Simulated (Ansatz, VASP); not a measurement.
**One calculation of Ti, two programs**

```
Ti
1.0
    -1.60512    1.76563    1.60512
     1.60512   -1.76563    1.60512
     1.60512    1.76563   -1.60512
Ti
1
Direct
  0.00000 0.00000 0.00000
```

Change from the starting cell: strain +0.1000 x Voigt [0, 1, 0, 0, 0, 0], atoms carried along.

Alike in both runs: task single point; functional PBEsol; k mesh 26 × 26 × 26; occupations gaussian, width 0.15 eV; no spin polarisation.

|  | VASP | Ansatz |
| --- | --- | --- |
| version | VASP 6.6.1 | Ansatz 0.2.0 |
| potentials or method | VASP PAW PBE potentials, release 64 (Ti_sv), cutoff 520 eV | scalar-relativistic, plane waves, PAW |
| valence electrons in the cell | 12 | 12 |

|  | VASP | Ansatz | Ansatz less VASP |
| --- | --- | --- | --- |
| gap on the k mesh at the Fermi level (eV) | none | none | - |
| pressure (GPa) | -9.1 | -8.9 | +0.18 |
| traceless stress, the component that is largest in VASP (GPa) | 1.37 | 1.37 | +0.005 |

VASP's potentials were made for PBE, not for PBEsol. A gap of «none» marks a metal or a gap that the smearing closes.
